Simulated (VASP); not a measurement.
# TaS2 (P-3m1) in VASP: notebook, part 3 of 3

VASP 6.6.1. Earlier steps stand in the parts before.

## Step 6: Electric field gradients, PBE (volume scaled by 1.04)

INCAR

```
PREC = Accurate ; ENCUT = 400
EDIFF = 1E-8 ; ISMEAR = -1
SIGMA = 0.03 ; LREAL = False
LASPH = True ; NELM = 120
ALGO = Normal ; ISIF = 2
LWAVE = False ; LCHARG = False
GGA = PE ; LEFG = True
NBANDS = 18 ; GGA_COMPAT = False
```

KPOINTS

```
regular mesh
0
Gamma
  9 9 5
```

POSCAR

```
TaS2
1.0
    3.3940861513      0.0000000000      0.0000000000
   -1.6970430756      2.9393648297      0.0000000000
    0.0000000000      0.0000000000      5.9371141064
Ta S
1 2
Direct
    0.0000000000      0.0000000000      0.0000000000
    0.3333333333      0.6666666667      0.2500000000
    0.6666666667      0.3333333333      0.7500000000
```

Potentials or basis: VASP PAW PBE potentials, release 64 (Ta_pv, S).

Run with:

```
$ cat potpaw_PBE.64/Ta_pv/POTCAR potpaw_PBE.64/S/POTCAR > POTCAR
$ mpirun -np 1 vasp_std > vasp.out
```

OUTCAR:

```text
PREC = Accurate
   ENCUT = 400
   EDIFF = 1E-8
   ISMEAR = -1
   LREAL = False
   LASPH = True
   NELM = 120
   ISIF = 2
   GGA = PE

 ion  position               nearest neighbor table
   1  0.000  0.000  0.000-   2 2.46   3 2.46   3 2.46   2 2.46   3 2.46   2 2.46
   2  0.333  0.667  0.250-   1 2.46   1 2.46   1 2.46
   3  0.667  0.333  0.750-   1 2.46   1 2.46   1 2.46

  LATTYP: Found a hexagonal cell.
 ALAT       =     3.3940861513
 C/A-ratio  =     1.7492526240

  Lattice vectors:

 A1 = (   3.3940861513,   0.0000000000,   0.0000000000)
 A2 = (  -1.6970430756,   2.9393648297,   0.0000000000)
 A3 = (   0.0000000000,   0.0000000000,   5.9371141064)

Analysis of symmetry for initial positions (statically):
=====================================================================
 Subroutine PRICEL returns:
 Original cell was already a primitive cell.

 Routine SETGRP: Setting up the symmetry group for a
 hexagonal supercell.

 Subroutine GETGRP returns: Found 12 space group operations
 (whereof 12 operations were pure point group operations)
 out of a pool of 24 trial point group operations.

The static configuration has the point symmetry D_3d.

Analysis of symmetry for dynamics (positions and initial velocities):
=====================================================================
 Subroutine PRICEL returns:
 Original cell was already a primitive cell.

 Routine SETGRP: Setting up the symmetry group for a
 hexagonal supercell.

 Subroutine GETGRP returns: Found 12 space group operations
 (whereof 12 operations were pure point group operations)
 out of a pool of 24 trial point group operations.

The dynamic configuration has the point symmetry D_3d.

 Subroutine INISYM returns: Found 12 space group operations
 (whereof 12 operations are pure point group operations),
 and found     1 'primitive' translations

----------------------------------------------------------------------------------------

                                     Primitive cell

  volume of cell :      59.2314

  direct lattice vectors                    reciprocal lattice vectors
     3.394086151  0.000000000  0.000000000     0.294630117  0.170104777  0.000000000
    -1.697043076  2.939364830  0.000000000     0.000000000  0.340209555  0.000000000
     0.000000000  0.000000000  5.937114106     0.000000000  0.000000000  0.168431999

  length of vectors
     3.394086151  3.394086151  5.937114106     0.340209555  0.340209555  0.168431999

  position of ions in fractional coordinates (direct lattice)
     0.000000000  0.000000000  0.000000000
     0.333333333  0.666666667  0.250000000
     0.666666667  0.333333333  0.750000000

  ion indices of the primitive-cell ions
   primitive index   ion index
                 1           1
                 2           2
                 3           3

----------------------------------------------------------------------------------------

[... 73 lines left out ...]
   IBRION =     -1    ionic relax: 0-MD 1-quasi-New 2-CG
   NFREE  =      0    steps in history (QN), initial steepest desc. (CG)
   ISIF   =      2    stress and relaxation
   ISYM   =      2    0-nonsym 1-usesym 2-fastsym
   POTIM  = 0.5000    time-step for ionic-motion
   TEBEG  =    0.0;   TEEND  =   0.0 temperature during run
   PSTRESS=    0.0 pullay stress
   NELECT =      23.0000    total number of electrons
   NUPDOWN=      -1.0000    fix difference up-down
   EMIN   =  10.00;   EMAX   =-10.00  energy-range for DOS
   EFERMI =   0.00;   METHOD = LEGACY
   ISMEAR =    -1;   SIGMA  =   0.03  broadening in eV -4-tet -1-fermi 0-gaus
   EFERMI_NEDOS =   21; number of points for ismear=-14 and -15
   IALGO  =     38    algorithm
   IMIX   =      4    mixing-type and parameters
     AMIX     =   0.40;   BMIX     =  1.00
     AMIX_MAG =   1.60;   BMIX_MAG =  1.00
  volume/ion in A,a.u.               =      19.74       133.24
  Fermi-wavevector in a.u.,A,eV,Ry     =   1.194355  2.257004 19.408500  1.426484
  Thomas-Fermi vector in A             =   2.330347
   LORBIT       =      0    0 simple, 1 ext, 2 COOP (PROOUT), +10 PAW based schemes
   GGA     = PE    functional components
   LHFCALC =     F    Hartree Fock is set to
   AEXX    =    0.0000 exact exchange contribution
   IVDW    =     0    specifies the selected vdW correction
   LEPSILON=     F    determine dielectric tensor
   LRPA    =     F    only Hartree local field effects (RPA)
 non-spin polarized calculation
  energy-cutoff  :      400.00
  volume of cell :       59.23
 maximum number of plane-waves:      1111
 NGX is ok and might be reduce to    24
   NGX = 11   NGY = 11   NGZ = 19

 number of electron      23.0000002 magnetization

 Free energy of the ion-electron system (eV)
  ---------------------------------------------------
  ext. energy  EPLUGINS =         0.00000000
  ---------------------------------------------------
  free energy    TOTEN  =       -23.10316602 eV

  energy without entropy =      -23.09689872  energy(sigma->0) =      -23.10003237

 E-fermi :   5.2791     XC(G=0): -10.3295

 val. band max:        5.2340262012   @ k =   0.3333   0.1111   0.0000
 cond. band min:       5.2838736540   @ k =   0.2222   0.1111   0.0000
 fundamental gap:      0.0498474528
 Fermi energy:         5.2790880930

 k-point     1 :       0.0000    0.0000    0.0000
  band No.  band energies     occupation
      1     -30.0770      2.00000
      2     -30.0770      2.00000
      3     -30.0704      2.00000
      4      -9.6337      2.00000
      5      -7.7087      2.00000
      6      -1.4871      2.00000
[... 481 lines left out ...]
      5      -7.7595      2.00000
      6      -0.4229      2.00000
[... 10 lines left out ...]
     17      11.8361      0.00000
     18      12.6587      0.00000

 [... further k-points ...]
[... 5 lines left out ...]
  --------------------------------------------------------------------------------------
  -------------------------------------------------------------------------------------
  Total        0.6442972      0.6442972      2.4252576      0.0000000      0.0000000      0.0000000
  in kB       17.4279001     17.4279001     65.6019440      0.0000000      0.0000000      0.0000000
  external PRESSURE =      33.4859148 kB  Pullay stress =       0.0000000 kB

 VOLUME and BASIS-vectors are now :
 -----------------------------------------------------------------------------
  energy-cutoff  :      400.00
  volume of cell :       59.23
      direct lattice vectors                 reciprocal lattice vectors
     3.394086151  0.000000000  0.000000000     0.294630117  0.170104777  0.000000000
    -1.697043076  2.939364830  0.000000000     0.000000000  0.340209555  0.000000000
     0.000000000  0.000000000  5.937114106     0.000000000  0.000000000  0.168431999

 POSITION                                       TOTAL-FORCE (eV/Angst)
 -----------------------------------------------------------------------------------
      0.00000      0.00000      0.00000        -0.000000      0.000000      0.000000
     -0.00000      1.95958      1.48428         0.000000     -0.000000      0.596762
      1.69704      0.97979      4.45284         0.000000      0.000000     -0.596762
 -----------------------------------------------------------------------------------
    total drift:                               -0.000000      0.000000      0.000000

  FREE ENERGIE OF THE ION-ELECTRON SYSTEM (eV)
  ---------------------------------------------------
  free  energy   TOTEN  =       -23.1031660249 eV

  energy  without entropy=      -23.0968987194  energy(sigma->0) =      -23.10003237

 Electric field gradients (V/A^2)
---------------------------------------------------------------------
 ion       V_xx      V_yy      V_zz      V_xy      V_xz      V_yz
---------------------------------------------------------------------
   1      64.489    64.488  -128.977    -0.001    -0.000     0.000
   2       7.899     7.899   -15.798    -0.001     0.000    -0.000
   3       7.899     7.899   -15.798    -0.001     0.000    -0.000
---------------------------------------------------------------------

 Electric field gradients after diagonalization (V/A^2)
 (convention: |V_zz| > |V_xx| > |V_yy|)
----------------------------------------------------------------------
 ion       V_xx      V_yy      V_zz     asymmetry (V_yy - V_xx)/ V_zz
----------------------------------------------------------------------
   1      64.489    64.488  -128.977       0.000
   2       7.900     7.898   -15.798       0.000
   3       7.900     7.898   -15.798       0.000
----------------------------------------------------------------------

           NMR quadrupolar parameters

 Cq : quadrupolar parameter    Cq=e*Q*V_zz/h
 eta: asymmetry parameters     (V_yy - V_xx)/ V_zz
 Q  : nuclear electric quadrupole moment in mb (millibarn)
----------------------------------------------------------------------
 ion       Cq(MHz)       eta       Q (mb)
----------------------------------------------------------------------
   1      -0.312       0.000       1.000
   2      -0.038       0.000       1.000
   3      -0.038       0.000       1.000
----------------------------------------------------------------------
```

OSZICAR:

```text
N       E                     dE             d eps       ncg     rms          rms(c)
DAV:   1     0.131093201868E+03    0.13109E+03   -0.99349E+03  1800   0.930E+02
DAV:   2    -0.190127887863E+02   -0.15011E+03   -0.14716E+03  2298   0.261E+02
DAV:   3    -0.246856424773E+02   -0.56729E+01   -0.56412E+01  2352   0.497E+01
DAV:   4    -0.247465953824E+02   -0.60953E-01   -0.60916E-01  2330   0.568E+00
DAV:   5    -0.247476400128E+02   -0.10446E-02   -0.10446E-02  2302   0.721E-01    0.194E+01
DAV:   6    -0.232121560828E+02    0.15355E+01   -0.61072E+00  2042   0.151E+01    0.101E+01
DAV:   7    -0.231147894665E+02    0.97367E-01   -0.63011E-01  2002   0.468E+00    0.461E+00
DAV:   8    -0.231057341954E+02    0.90553E-02   -0.13524E-01  2254   0.227E+00    0.103E+00
DAV:   9    -0.231031750836E+02    0.25591E-02   -0.10022E-02  2188   0.682E-01    0.459E-01
DAV:  10    -0.231031385928E+02    0.36491E-04   -0.21102E-03  2218   0.273E-01    0.123E-01
DAV:  11    -0.231031392791E+02   -0.68623E-06   -0.24347E-04  2100   0.891E-02    0.338E-02
DAV:  12    -0.231031639520E+02   -0.24673E-04   -0.29395E-05  2158   0.370E-02    0.130E-02
DAV:  13    -0.231031657078E+02   -0.17558E-05   -0.62124E-06  2038   0.157E-02    0.997E-03
DAV:  14    -0.231031659073E+02   -0.19956E-06   -0.12250E-06  2194   0.636E-03    0.273E-03
DAV:  15    -0.231031660057E+02   -0.98392E-07   -0.63933E-08  2370   0.145E-03    0.139E-03
DAV:  16    -0.231031660338E+02   -0.28078E-07   -0.19657E-08  1546   0.769E-04    0.718E-05
DAV:  17    -0.231031660190E+02    0.14779E-07   -0.15674E-09   968   0.299E-04    0.282E-04
DAV:  18    -0.231031660249E+02   -0.59044E-08   -0.24508E-10   948   0.120E-04
   1 F= -.23103166E+02 E0= -.23100032E+02  d E =-.626731E-02
```

Run time: 40 s. Hardware: 1 thread of AMD EPYC 7R43 (Zen 3), shared host; peak memory 0.14 GiB.

Results:

- Free energy: -23.1032 eV
- Pressure: 3.3 GPa
- Largest force: 0.597 eV/Å

Forces on the atoms (eV/Å):
```
Ta   0.000  0.000  0.000
S    0.000  0.000  0.597
S    0.000  0.000 -0.597
```

Stress tensor (GPa, compression positive):
```
1.74 0.00 0.00
0.00 1.74 0.00
0.00 0.00 6.56
```

Levels at points of the mesh, in eV from the Fermi level:
```
           k point  band 8  band 9  band 10  band 11  band 12  band 13  band 14  band 15
(0.00, 0.00, 0.00)   -4.13   -1.35    -0.84    -0.84     0.04     0.04     0.30     3.92
```

Electric field gradients, principal values (V/Å²):
```csv
atom,least,middle,greatest (by size)
1 Ta,64.488,64.489,-128.977
2 S,7.898,7.900,-15.798
3 S,7.898,7.900,-15.798
```

Caveat: without QUAD_EFG the Cq values of the log hold for a quadrupole moment of 1 mb, not for the nuclei; spin-orbit coupling is left out, which moves the levels of the heavy elements; this functional lacks dispersion, which binds the layers, so the pressure and a relaxed spacing across them are unreliable.

## Step 7: Overview

```tsv
cell	gap on the mesh (eV)	pressure (GPa)	largest force (eV/Å)
a = 3.328, b = 3.328, c = 5.821 Å, angles 90.0, 90.0, 120.0°, 3 atoms	none	12.5	1.62
a = 3.361, b = 3.361, c = 5.879 Å, angles 90.0, 90.0, 120.0°, 3 atoms	none	7.6	1.08
a = 3.394, b = 3.394, c = 5.937 Å, angles 90.0, 90.0, 120.0°, 3 atoms	none	3.3	0.60
```

Alike in all rows: task electric field gradients; level PBE; potentials or basis VASP PAW PBE potentials, release 64 (Ta_pv, S); no spin polarisation; k mesh 9 × 9 × 5; cutoff (eV) 400; smearing fermi-dirac 0.03 eV.

Caveats: spin-orbit coupling is left out, which moves the levels of the heavy elements; this functional lacks dispersion, which binds the layers, so the pressure and a relaxed spacing across them are unreliable; forces of over 1 eV/Å act on the atoms, so gaps and moduli don't describe the material at rest (some runs).

Absolute energies hang on the potentials; compare differences alone.
